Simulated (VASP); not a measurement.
# C (Fd-3m) in VASP: settings compared

The runs below take C through single point, with r2SCAN, PBEsol.

Program: VASP 6.6.1. These are calculated values, not measurements. Logs are shortened: lines on timing, memory, paths and dates and some standing lists are left out, and cuts for length are marked.

## (1) The cell of the first run

The structure is cubic, space group Fd-3m (No. 227). Conventional cell: a = 3.560 Å, b = 3.560 Å, c = 3.560 Å, α = 90.00°, β = 90.00°, γ = 90.00°. Within 2.1 Å of C (site symmetry -43m) lie 4 C at 1.54 Å.

## (2) Single point, r2SCAN

Contents of POSCAR:

```
C
1.0
    0.0000000000      1.7801350092      1.7801350092
    1.7801350092      0.0000000000      1.7801350092
    1.7801350092      1.7801350092      0.0000000000
C
2
Direct
    0.0000000000      0.0000000000      0.0000000000
    0.2500000000      0.2500000000      0.2500000000
```

Contents of INCAR.step1:

```
PREC = Accurate
ENCUT = 1430
ISMEAR = 0
SIGMA = 0.01
LREAL = F
LASPH = T
NELM = 120
NBANDS = 11
GGA = PE
ALGO = Normal
EDIFF = 1E-5
LWAVE = T
LCHARG = F
GGA_COMPAT = F
```

Contents of INCAR.step2:

```
PREC = Accurate
ENCUT = 1430
EDIFF = 1E-6
ISMEAR = 0
SIGMA = 0.01
LREAL = F
LASPH = T
NELM = 120
ALGO = Normal
ISIF = 2
LWAVE = F
LCHARG = T
METAGGA = R2SCAN
LMIXTAU = T
LELF = T
LVHAR = T
NBANDS = 11
ISTART = 1
GGA_COMPAT = F
```

Contents of KPOINTS:

```
regular mesh
0
Gamma
  10 10 10
```

Potentials or basis: VASP PAW PBE potentials, release 64 (C_h).

Run with:

```bash
cat potpaw_PBE.64/C_h/POTCAR > POTCAR
cp INCAR.step1 INCAR
mpirun -np 1 vasp_std > vasp.out
cp INCAR.step2 INCAR
mpirun -np 1 vasp_std > vasp.out
```

OUTCAR:

```text
PREC = Accurate
   ENCUT = 1430
   EDIFF = 1E-6
   ISMEAR = 0
   LREAL = F
   LASPH = T
   NELM = 120
   ISIF = 2
   METAGGA = R2SCAN
   ISTART = 1

 ion  position               nearest neighbor table
   1  0.000  0.000  0.000-
   2  0.250  0.250  0.250-

  LATTYP: Found a face centered cubic cell.
 ALAT       =     3.5602700184

  Lattice vectors:

 A1 = (   0.0000000000,   1.7801350092,   1.7801350092)
 A2 = (   1.7801350092,   0.0000000000,   1.7801350092)
 A3 = (   1.7801350092,   1.7801350092,   0.0000000000)

Analysis of symmetry for initial positions (statically):
=====================================================================
 Subroutine PRICEL returns:
 Original cell was already a primitive cell.

 Routine SETGRP: Setting up the symmetry group for a
 face centered cubic supercell.

 Subroutine GETGRP returns: Found 48 space group operations
 (whereof 24 operations were pure point group operations)
 out of a pool of 48 trial point group operations.

The static configuration has the point symmetry T_d .
 The point group associated with its full space group is O_h .

Analysis of symmetry for dynamics (positions and initial velocities):
=====================================================================
 Subroutine PRICEL returns:
 Original cell was already a primitive cell.

 Routine SETGRP: Setting up the symmetry group for a
 face centered cubic supercell.

 Subroutine GETGRP returns: Found 48 space group operations
 (whereof 24 operations were pure point group operations)
 out of a pool of 48 trial point group operations.

The dynamic configuration has the point symmetry T_d .
 The point group associated with its full space group is O_h .

 Subroutine INISYM returns: Found 48 space group operations
 (whereof 24 operations are pure point group operations),
 and found     1 'primitive' translations

----------------------------------------------------------------------------------------

                                     Primitive cell

  volume of cell :      11.2821

  direct lattice vectors                    reciprocal lattice vectors
     0.000000000  1.780135009  1.780135009    -0.280877572  0.280877572  0.280877572
     1.780135009  0.000000000  1.780135009     0.280877572 -0.280877572  0.280877572
     1.780135009  1.780135009  0.000000000     0.280877572  0.280877572 -0.280877572

  length of vectors
     2.517491073  2.517491073  2.517491073     0.486494226  0.486494226  0.486494226
[... 87 lines left out ...]
   ISIF   =      2    stress and relaxation
   ISYM   =      2    0-nonsym 1-usesym 2-fastsym
   POTIM  = 0.5000    time-step for ionic-motion
   TEBEG  =    0.0;   TEEND  =   0.0 temperature during run
   PSTRESS=    0.0 pullay stress
   NELECT =       8.0000    total number of electrons
   NUPDOWN=      -1.0000    fix difference up-down
   EMIN   =  10.00;   EMAX   =-10.00  energy-range for DOS
   EFERMI =   0.00;   METHOD = LEGACY
   ISMEAR =     0;   SIGMA  =   0.01  broadening in eV -4-tet -1-fermi 0-gaus
   EFERMI_NEDOS =   21; number of points for ismear=-14 and -15
   IALGO  =     38    algorithm
   IMIX   =      4    mixing-type and parameters
     AMIX     =   0.40;   BMIX     =  1.00
     AMIX_MAG =   1.60;   BMIX_MAG =  1.00
  volume/ion in A,a.u.               =       5.64        38.07
  Fermi-wavevector in a.u.,A,eV,Ry     =   1.459851  2.758719 28.996262  2.131165
  Thomas-Fermi vector in A             =   2.576370
   LORBIT       =      0    0 simple, 1 ext, 2 COOP (PROOUT), +10 PAW based schemes
   METAGGA = R2SCAN    functional components
   LHFCALC =     F    Hartree Fock is set to
   AEXX    =    0.0000 exact exchange contribution
   IVDW    =     0    specifies the selected vdW correction
   LEPSILON=     F    determine dielectric tensor
   LRPA    =     F    only Hartree local field effects (RPA)
 non-spin polarized calculation
 Gauss-broadening in eV      SIGMA  =   0.01
  energy-cutoff  :     1430.00
  volume of cell :       11.28
 maximum number of plane-waves:      1411
   NGX = 15   NGY = 15   NGZ = 15

 number of electron       8.0000000 magnetization

 Free energy of the ion-electron system (eV)
  ---------------------------------------------------
  ext. energy  EPLUGINS =         0.00000000
  ---------------------------------------------------
  free energy    TOTEN  =       -19.72253913 eV

  energy without entropy =      -19.72253913  energy(sigma->0) =      -19.72253913

 E-fermi :  11.1009     XC(G=0): -14.2997

 val. band max:       10.9934155367   @ k =   0.0000   0.0000   0.0000
 cond. band min:      15.4025935160   @ k =   0.4000   0.4000   0.0000
 fundamental gap:      4.4091779793
 Fermi energy:        11.1008783018

 k-point     1 :       0.0000    0.0000    0.0000
  band No.  band energies     occupation
      1     -11.7510      2.00000
      2      10.9934      2.00000
      3      10.9934      2.00000
      4      10.9934      2.00000
      5      16.8879      0.00000
      6      16.8879      0.00000
      7      16.8879      0.00000
      8      24.9766      0.00000
      9      31.4681      0.00000
     10      38.4057      0.00000
     11      38.4057      0.00000
[... 309 lines left out ...]
 k-point    24 :       0.4000    0.3000    0.0000
  band No.  band energies     occupation
      1      -6.9410      2.00000
      2       2.3566      2.00000
      3       4.6594      2.00000
      4       5.3121      2.00000
      5      16.0566      0.00000
      6      19.4636      0.00000
      7      26.0154      0.00000
      8      26.0634      0.00000
      9      34.0495      0.00000
     10      35.3789      0.00000
     11      43.0945      0.00000

 [... further k-points ...]

------------------------ aborting loop because EDIFF is reached ----------------------------------------

  FORCE on cell =-STRESS in cart. coord.  units (eV):
  Direction    XX          YY          ZZ          XY          YZ          ZX
  --------------------------------------------------------------------------------------
  -------------------------------------------------------------------------------------
  Total       -0.0439747     -0.0439747     -0.0439747     -0.0000000     -0.0000000     -0.0000000
  in kB       -6.2448860     -6.2448860     -6.2448860     -0.0000000     -0.0000000     -0.0000000
  external PRESSURE =      -6.2448860 kB  Pullay stress =       0.0000000 kB

 VOLUME and BASIS-vectors are now :
 -----------------------------------------------------------------------------
  energy-cutoff  :     1430.00
  volume of cell :       11.28
      direct lattice vectors                 reciprocal lattice vectors
     0.000000000  1.780135009  1.780135009    -0.280877572  0.280877572  0.280877572
     1.780135009  0.000000000  1.780135009     0.280877572 -0.280877572  0.280877572
     1.780135009  1.780135009  0.000000000     0.280877572  0.280877572 -0.280877572

 POSITION                                       TOTAL-FORCE (eV/Angst)
 -----------------------------------------------------------------------------------
      0.00000      0.00000      0.00000        -0.000000     -0.000000     -0.000000
      0.89007      0.89007      0.89007         0.000000      0.000000      0.000000
 -----------------------------------------------------------------------------------
    total drift:                               -0.000000      0.000000      0.000000

  FREE ENERGIE OF THE ION-ELECTRON SYSTEM (eV)
  ---------------------------------------------------
  free  energy   TOTEN  =       -19.7225391320 eV

  energy  without entropy=      -19.7225391320  energy(sigma->0) =      -19.72253913
```

OUTCAR.step1:

```text
PREC = Accurate
   ENCUT = 1430
   ISMEAR = 0
   LREAL = F
   LASPH = T
[... 558 lines left out ...]
 -----------------------------------------------------------------------------------
      0.00000      0.00000      0.00000         0.000000      0.000000      0.000000
      0.89007      0.89007      0.89007        -0.000000     -0.000000     -0.000000
 -----------------------------------------------------------------------------------
    total drift:                               -0.000000     -0.000000      0.000000

  FREE ENERGIE OF THE ION-ELECTRON SYSTEM (eV)
  ---------------------------------------------------
  free  energy   TOTEN  =       -18.2140454859 eV

  energy  without entropy=      -18.2140454859  energy(sigma->0) =      -18.21404549
```

Run time: 46 s. Hardware: 1 thread of Intel Xeon Platinum 8259CL at 2.50GHz (Skylake/Cascade Lake), shared host; peak memory 0.18 GiB.

What came out:

```yaml
Free_energy: -19.7225 eV
Pressure: -0.6 GPa
Band_gap_on_the_k_mesh: 4.41 eV (least direct gap 5.89 eV)
```

Caveat: the PAW data sets were made with another functional, which shifts forces and pressure a little. A k mesh can miss the band edges.

## (3) Single point, PBEsol

This run uses another cell than the first one, of 5.61 Å³/atom.

Contents of INCAR:

```
PREC = Accurate ; ENCUT = 1300
EDIFF = 1E-6 ; ISMEAR = 0
SIGMA = 0.01 ; LREAL = False
LASPH = True ; NELM = 120
ALGO = Normal ; ISIF = 2
LWAVE = False ; LCHARG = False
GGA = PS ; NBANDS = 11
GGA_COMPAT = False
```

Contents of KPOINTS:

```
Automatic mesh
0
Gamma
  10 10 10
```

Contents of POSCAR:

```
C
1.0
    0.0000000000      1.7769014107      1.7769014107
    1.7769014107      0.0000000000      1.7769014107
    1.7769014107      1.7769014107      0.0000000000
C
2
Direct
    0.0000000000      0.0000000000      0.0000000000
    0.2500000000      0.2500000000      0.2500000000
```

Potentials or basis: VASP PAW PBE potentials, release 64 (C_h).

Run with:

```bash
cat potpaw_PBE.64/C_h/POTCAR > POTCAR
mpirun -np 1 vasp_std > vasp.out
```

It took 12 s on 1 thread of Intel Xeon 6975P-C (Granite Rapids), shared host; peak memory 0.16 GiB.

It converged, with:

```
Free energy            : -19.2772 eV
Pressure               : 0.1 GPa
Band gap on the k mesh : 4.06 eV (least direct gap 5.57 eV)
```

Levels at points of the mesh, in eV from the valence-band top:
```csv
k point,band 2,band 3,band 4,band 5,band 6,band 7
"(0.00, 0.00, 0.00)",0.00,0.00,0.00,5.57,5.57,5.57
"(0.50, 0.00, 0.00)",-13.58,-2.84,-2.84,8.43,8.43,8.99
"(0.50, 0.50, 0.00)",-12.85,-6.40,-6.40,4.63,4.63,16.95
```

Caveat: the PAW data sets were made with another functional, which shifts forces and pressure a little. A k mesh can miss the band edges.
